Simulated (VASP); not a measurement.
HfO2: single point with PBE

Crystal: HfO2.

```
Hf O
1.0
     5.09331    0.00000    0.00000
     0.00000   10.08354    0.00000
     0.00000    0.00000    5.26222
Hf O
8 16
Cartesian
  3.8000 8.9173 5.0759
  1.2534 6.2080 0.1863
  1.2933 3.8755 2.8174
  3.8400 1.1662 2.4448
  1.2933 1.1662 0.1863
  3.8400 3.8755 5.0759
  3.8000 6.2080 2.4448
  1.2534 8.9173 2.8174
  4.4534 7.9597 3.2970
  1.9068 7.1656 1.9652
  0.6399 2.9180 4.5963
  3.1865 2.1238 0.6659
  0.6399 2.1238 1.9652
  3.1865 2.9180 3.2970
  4.4534 7.1656 0.6659
  1.9068 7.9597 4.5963
  2.5600 9.8548 1.3760
  0.0133 5.2705 3.8862
  2.5333 4.8131 1.2551
  5.0800 0.2287 4.0071
  2.5333 0.2287 3.8862
  5.0800 4.8131 1.3760
  2.5600 5.2705 4.0071
  0.0133 9.8548 1.2551
```

- Program: VASP 6.6.1
- Task: single point
- Functional: PBE
- Potentials or basis: VASP PAW PBE potentials, release 64 (Hf_pv, O)
- Cutoff: 520 eV
- k mesh: 5 × 3 × 5
- Occupations: fermi-dirac, width 0.02 eV
- Spin: no spin polarisation

```json
{"Pressure": "-2.2 GPa", "Largest force": "0.044 eV/Å", "Band gap on the k mesh": "4.20 eV (least direct gap 4.40 eV)"}
```

Forces in eV/Å, atoms in the order of the input:
```
Hf  -0.019  0.007 -0.039
Hf  -0.019 -0.007  0.039
Hf   0.019  0.007  0.039
Hf   0.019 -0.007 -0.039
Hf   0.019 -0.007  0.039
Hf   0.019  0.007 -0.039
Hf  -0.019 -0.007 -0.039
Hf  -0.019  0.007  0.039
O    0.022 -0.009  0.036
O    0.022  0.009 -0.036
O   -0.022 -0.009 -0.036
O   -0.022  0.009  0.036
O   -0.022  0.009 -0.036
O   -0.022 -0.009  0.036
O    0.022  0.009  0.036
O    0.022 -0.009 -0.036
O   -0.006  0.035 -0.002
O   -0.006 -0.035  0.002
O    0.006  0.035  0.002
O    0.006 -0.035 -0.002
O    0.006 -0.035  0.002
O    0.006  0.035 -0.002
O   -0.006 -0.035 -0.002
O   -0.006  0.035  0.002
```

Stress tensor (GPa, compression positive):
```
-1.91  0.00  0.00
 0.00 -2.31  0.00
 0.00  0.00 -2.33
```

Levels at points of the mesh, in eV from the valence-band top:
| k point | band 84 | band 85 | band 86 | band 87 | band 88 | band 89 | band 90 | band 91 | band 92 | band 93 |
| --- | --- | --- | --- | --- | --- | --- | --- | --- | --- | --- |
| (0.00, 0.00, 0.00) | -0.25 | -0.23 | -0.12 | -0.08 | 0.00 | 4.44 | 4.85 | 4.92 | 5.09 | 5.16 |

Wall time 9.8 min on 1 thread of Intel(R) Xeon(R) Platinum 8488C (Sapphire Rapids) (shared host), peak memory 0.54 GiB.

Caveat: spin-orbit coupling is left out, which moves the levels of the heavy elements. A k mesh can miss the band edges.
